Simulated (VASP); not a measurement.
# As (P6_3/mmc) in VASP: a series of runs

The runs below take As through single point, with PBE.

All numbers are computed with VASP 6.6.1; they aren't measurements. Logs are shortened: lines on timing, memory, paths and dates and some standing lists are left out, and cuts for length are marked.

**1. The cell of the first run**

Symmetry: P6_3/mmc, No. 194, hexagonal system. The conventional cell has a = 2.296 Å, b = 2.296 Å, c = 3.653 Å, α = 90.00°, β = 90.00°, γ = 120.00°. Within 3.0 Å of As (site symmetry -6m2) lie 12 As at 2.26 to 2.30 Å.

This isn't the form of As at room conditions, which is rhombohedral.

**2. Single point, PBE (8.34 Å³/atom)**

POSCAR

```
As
1.0
    2.2963609458      0.0000000000      0.0000000000
   -1.1481804729      1.9887069153      0.0000000000
    0.0000000000      0.0000000000      3.6528768496
As
2
Direct
    0.3333333333      0.6666666667      0.2500000000
    0.6666666667      0.3333333333      0.7500000000
```

INCAR.step1

```
SYSTEM = As
PREC = Accurate
ENCUT = 520
EDIFF = 1E-7
ISMEAR = -1
SIGMA = 0.1
LREAL = .False.
LASPH = .True.
NELM = 80
ALGO = Normal
ISIF = 2
LWAVE = .False.
LCHARG = .True.
GGA = PE
NBANDS = 12
```

KPOINTS.step1

```
Automatic mesh
0
Gamma
  16 16 9
  0 0 0
```

INCAR.step2

```
SYSTEM = As
PREC = Accurate
ENCUT = 520
EDIFF = 1E-7
ISMEAR = -5
SIGMA = 0.1
LREAL = .False.
LASPH = .True.
NELM = 80
ALGO = Normal
ISIF = 2
LWAVE = .False.
LCHARG = .False.
GGA = PE
LORBIT = 11
NEDOS = 1001
ICHARG = 11
```

KPOINTS.step2

```
Automatic mesh
0
Gamma
  24 24 14
  0 0 0
```

Potentials or basis: VASP PAW PBE potentials, release 64 (As).

Launch:

```bash
$ cat potpaw_PBE.64/As/POTCAR > POTCAR
$ cp INCAR.step1 INCAR
$ cp KPOINTS.step1 KPOINTS
$ mpirun -np 1 vasp_std > vasp.out
$ cp INCAR.step2 INCAR
$ cp KPOINTS.step2 KPOINTS
$ mpirun -np 1 vasp_std > vasp.out
```

OUTCAR:

```text
SYSTEM = As
   PREC = Accurate
   ENCUT = 520
   EDIFF = 1E-7
   ISMEAR = -5
   LREAL = .False.
   LASPH = .True.
   NELM = 80
   ISIF = 2
   GGA = PE
   LORBIT = 11
   ICHARG = 11

 ion  position               nearest neighbor table
   1  0.333  0.667  0.250-   2 2.26   2 2.26   2 2.26   2 2.26   2 2.26   2 2.26
   2  0.667  0.333  0.750-   1 2.26   1 2.26   1 2.26   1 2.26   1 2.26   1 2.26

  LATTYP: Found a hexagonal cell.
 ALAT       =     2.2963609458
 C/A-ratio  =     1.5907241657

  Lattice vectors:

 A1 = (   2.2963609458,   0.0000000000,   0.0000000000)
 A2 = (  -1.1481804729,   1.9887069153,   0.0000000000)
 A3 = (   0.0000000000,   0.0000000000,   3.6528768496)

Analysis of symmetry for initial positions (statically):
=====================================================================
 Subroutine PRICEL returns:
 Original cell was already a primitive cell.

 Routine SETGRP: Setting up the symmetry group for a
 hexagonal supercell.

 Subroutine GETGRP returns: Found 24 space group operations
 (whereof 12 operations were pure point group operations)
 out of a pool of 24 trial point group operations.

The static configuration has the point symmetry D_3d.
 The point group associated with its full space group is D_6h.

Analysis of symmetry for dynamics (positions and initial velocities):
=====================================================================
 Subroutine PRICEL returns:
 Original cell was already a primitive cell.

 Routine SETGRP: Setting up the symmetry group for a
 hexagonal supercell.

 Subroutine GETGRP returns: Found 24 space group operations
 (whereof 12 operations were pure point group operations)
 out of a pool of 24 trial point group operations.

The dynamic configuration has the point symmetry D_3d.
 The point group associated with its full space group is D_6h.

 Subroutine INISYM returns: Found 24 space group operations
 (whereof 12 operations are pure point group operations),
 and found     1 'primitive' translations

----------------------------------------------------------------------------------------

                                     Primitive cell

  volume of cell :      16.6819

  direct lattice vectors                    reciprocal lattice vectors
     2.296360946  0.000000000  0.000000000     0.435471611  0.251419652  0.000000000
    -1.148180473  1.988706915  0.000000000     0.000000000  0.502839303  0.000000000
     0.000000000  0.000000000  3.652876850     0.000000000  0.000000000  0.273756834

  length of vectors
     2.296360946  2.296360946  3.652876850     0.502839303  0.502839303  0.273756834

  position of ions in fractional coordinates (direct lattice)
     0.333333333  0.666666667  0.250000000
     0.666666667  0.333333333  0.750000000

  ion indices of the primitive-cell ions
   primitive index   ion index
                 1           1
                 2           2

----------------------------------------------------------------------------------------

 KPOINTS: Automatic mesh

Automatic generation of k-mesh.
 Grid dimensions read from file:
 generate k-points for:   24   24   14

 Generating k-lattice:

  Cartesian coordinates                     Fractional coordinates (reciprocal lattice)
     0.018144650  0.010475819  0.000000000     0.041666667  0.000000000  0.000000000
     0.000000000  0.020951638  0.000000000     0.000000000  0.041666667  0.000000000
     0.000000000  0.000000000  0.019554060     0.000000000  0.000000000  0.071428571

  Length of vectors
     0.020951638  0.020951638  0.019554060

  Shift w.r.t. Gamma in fractional coordinates (k-lattice)
     0.000000000  0.000000000  0.000000000

 TETIRR: Found   8183 inequivalent tetrahedra from    48384

 Subroutine IBZKPT returns following result:
 ===========================================

 Found    488 irreducible k-points:

 Following reciprocal coordinates:
            Coordinates               Weight
  0.000000  0.000000  0.000000      1.000000
  0.041667  0.000000  0.000000      6.000000
  0.083333  0.000000  0.000000      6.000000
  0.125000  0.000000  0.000000      6.000000
  0.166667  0.000000  0.000000      6.000000
  0.208333  0.000000  0.000000      6.000000
[... 16 lines left out ...]
  0.416667  0.041667  0.000000     12.000000
  0.458333  0.041667  0.000000     12.000000
 [... further k-points ...]
   k-points           NKPTS =    488   k-points in BZ     NKDIM =    488   number of bands    NBANDS=      9
   number of dos      NEDOS =   1001   number of ions     NIONS =      2
   total plane-waves  NPLWV =   9072
   dimension x,y,z NGX =    18 NGY =   18 NGZ =   28
   dimension x,y,z NGXF=    36 NGYF=   36 NGZF=   56
   ions per type =               2
   NGX,Y,Z   is equivalent  to a cutoff of  13.03, 13.03, 12.74 a.u.
   NGXF,Y,Z  is equivalent  to a cutoff of  26.06, 26.06, 25.49 a.u.
 SYSTEM =  As
   PREC   = accura    normal or accurate (medium, high low for compatibility)
   ISTART =      0    job   : 0-new  1-cont  2-samecut
   ICHARG =     11    charge: 1-file 2-atom 10-const
   ISPIN  =      1    spin polarized calculation?
   LNONCOLLINEAR =      F non collinear calculations
   LSORBIT =      F    spin-orbit coupling
   LASPH  =      T    aspherical Exc in radial PAW
   ENCUT  =  520.0 eV  38.22 Ry    6.18 a.u.   4.27  4.27  6.79*2*pi/ulx,y,z
   NELM   =     80;   NELMIN=  2; NELMDL=  0     # of ELM steps
   EDIFF  = 0.1E-06   stopping-criterion for ELM
   LREAL  =      F    real-space projection
   EDIFFG = 0.1E-05   stopping-criterion for IOM
   NSW    =      0    number of steps for IOM
   IBRION =     -1    ionic relax: 0-MD 1-quasi-New 2-CG
   NFREE  =      0    steps in history (QN), initial steepest desc. (CG)
   ISIF   =      2    stress and relaxation
   ISYM   =      2    0-nonsym 1-usesym 2-fastsym
   POTIM  = 0.5000    time-step for ionic-motion
   TEBEG  =    0.0;   TEEND  =   0.0 temperature during run
   PSTRESS=    0.0 pullay stress
   NELECT =      10.0000    total number of electrons
   NUPDOWN=      -1.0000    fix difference up-down
   EMIN   =  10.00;   EMAX   =-10.00  energy-range for DOS
   EFERMI =   0.00;   METHOD = LEGACY
   ISMEAR =    -5;   SIGMA  =   0.10  broadening in eV -4-tet -1-fermi 0-gaus
   EFERMI_NEDOS =   21; number of points for ismear=-14 and -15
   IALGO  =     38    algorithm
   IMIX   =      4    mixing-type and parameters
     AMIX     =   0.40;   BMIX     =  1.00
     AMIX_MAG =   1.60;   BMIX_MAG =  1.00
  volume/ion in A,a.u.               =       8.34        56.29
  Fermi-wavevector in a.u.,A,eV,Ry     =   1.380362  2.608505 25.924512  1.905398
  Thomas-Fermi vector in A             =   2.505246
   LORBIT       =     11    0 simple, 1 ext, 2 COOP (PROOUT), +10 PAW based schemes
   GGA     = PE    functional components
   LHFCALC =     F    Hartree Fock is set to
   AEXX    =    0.0000 exact exchange contribution
   IVDW    =     0    specifies the selected vdW correction
   LEPSILON=     F    determine dielectric tensor
   LRPA    =     F    only Hartree local field effects (RPA)
 non-spin polarized calculation
 Fermi weights with tetrahedron method with Bloechl corrections
  energy-cutoff  :      520.00
  volume of cell :       16.68
 maximum number of plane-waves:       482
 NGX is ok and might be reduce to    18

 number of electron       9.9999996 magnetization

 Free energy of the ion-electron system (eV)
  ---------------------------------------------------
  ext. energy  EPLUGINS =         0.00000000
  ---------------------------------------------------
  free energy    TOTEN  =         5.12011712 eV

  energy without entropy =        5.12011712  energy(sigma->0) =        5.12011712

 E-fermi :  20.3569     XC(G=0): -14.7554

 val. band max:       20.8166589668   @ k =   0.1667   0.0417   0.5000
 cond. band min:      19.9190955875   @ k =   0.0417   0.0000   0.5000
 fundamental gap:     -0.8975633793
 Fermi energy:        20.3568995109

 k-point     1 :       0.0000    0.0000    0.0000
  band No.  band energies     occupation
      1      -6.3284      2.00000
      2       4.9084      2.00000
      3       6.0311      2.00000
      4      29.4525      0.00000
      5      29.4525      0.00000
      6      32.0896      0.00000
      7      32.0896      0.00000
      8      33.8883      0.00000
      9      35.3232      0.00000

 k-point     2 :       0.0417    0.0000    0.0000
  band No.  band energies     occupation
      1      -6.2605      2.00000
      2       4.9833      2.00000
      3       6.0913      2.00000
      4      28.2195      0.00000
      5      28.7785      0.00000
      6      31.5307      0.00000
      7      32.8439      0.00000
      8      35.0886      0.00000
      9      35.8431      0.00000

 k-point     3 :       0.0833    0.0000    0.0000
  band No.  band energies     occupation
      1      -6.0563      2.00000
      2       5.2077      2.00000
      3       6.2720      2.00000
      4      25.8698      0.00000
      5      27.5806      0.00000
      6      30.6957      0.00000
      7      34.2587      0.00000
      8      35.8545      0.00000
      9      36.2015      0.00000

 k-point     4 :       0.1250    0.0000    0.0000
  band No.  band energies     occupation
      1      -5.7157      2.00000
      2       5.5800      2.00000
      3       6.5739      2.00000
      4      23.3240      0.00000
      5      26.3553      0.00000
      6      29.8389      0.00000
      7      33.8735      0.00000
      8      33.8993      0.00000
      9      35.5853      0.00000
[... 205 lines left out ...]
 k-point    22 :       0.3750    0.0417    0.0000
  band No.  band energies     occupation
      1      -0.0849      2.00000
      2       8.0853      2.00000
      3      11.3351      2.00000
      4      11.8741      2.00000
      5      19.7198      2.02626
      6      20.0624      1.54630
      7      20.2223      0.55256
      8      27.2222      0.00000
      9      30.6943      0.00000

 k-point    23 :       0.4167    0.0417    0.0000
  band No.  band energies     occupation
      1       1.2908      2.00000
      2       6.2330      2.00000
      3      12.5541      2.00000
      4      13.0502      2.00000
      5      18.0012      2.00000
      6      18.4066      2.01650
      7      19.8803      1.88491
      8      27.0194      0.00000
      9      30.3956      0.00000

 k-point    24 :       0.4583    0.0417    0.0000
  band No.  band energies     occupation
      1       2.7894      2.00000
      2       4.4821      2.00000
      3      13.5565      2.00000
      4      14.2375      2.00000
      5      16.5358      2.00000
      6      17.1861      2.00000
      7      19.7266      2.11719
      8      26.9182      0.00000
      9      30.2450      0.00000

 [... further k-points ...]
[... 5 lines left out ...]
  --------------------------------------------------------------------------------------
  -------------------------------------------------------------------------------------
  Total       44.1431024     44.1431024     43.9371522      0.0000000      0.0000000      0.0000000
  in kB     4239.6252270   4239.6252269   4219.8452000      0.0000000      0.0000000      0.0000000
  external PRESSURE =    4233.0318846 kB  Pullay stress =       0.0000000 kB

 VOLUME and BASIS-vectors are now :
 -----------------------------------------------------------------------------
  energy-cutoff  :      520.00
  volume of cell :       16.68
      direct lattice vectors                 reciprocal lattice vectors
     2.296360946  0.000000000  0.000000000     0.435471611  0.251419652  0.000000000
    -1.148180473  1.988706915  0.000000000     0.000000000  0.502839303  0.000000000
     0.000000000  0.000000000  3.652876850     0.000000000  0.000000000  0.273756834

 POSITION                                       TOTAL-FORCE (eV/Angst)
 -----------------------------------------------------------------------------------
     -0.00000      1.32580      0.91322        -0.000000      0.000000      0.000000
      1.14818      0.66290      2.73966         0.000000     -0.000000      0.000000
 -----------------------------------------------------------------------------------
    total drift:                               -0.000000      0.000000     -0.000000

  FREE ENERGIE OF THE ION-ELECTRON SYSTEM (eV)
  ---------------------------------------------------
  free  energy   TOTEN  =         5.1201171212 eV

  energy  without entropy=        5.1201171212  energy(sigma->0) =        5.12011712

 total charge

# of ion       s       p       d       tot
------------------------------------------
    1        1.355   1.870   0.471   3.696
    2        1.355   1.870   0.471   3.696
--------------------------------------------------
tot          2.709   3.741   0.942   7.392
```

It took 56 s on 1 thread of Intel Xeon 8259CL, shared host; peak memory 0.19 GiB.

What came out:

```
Valence electrons inside the program's atomic spheres : As 3.70
```

(Part 1 of 2 ends here.)
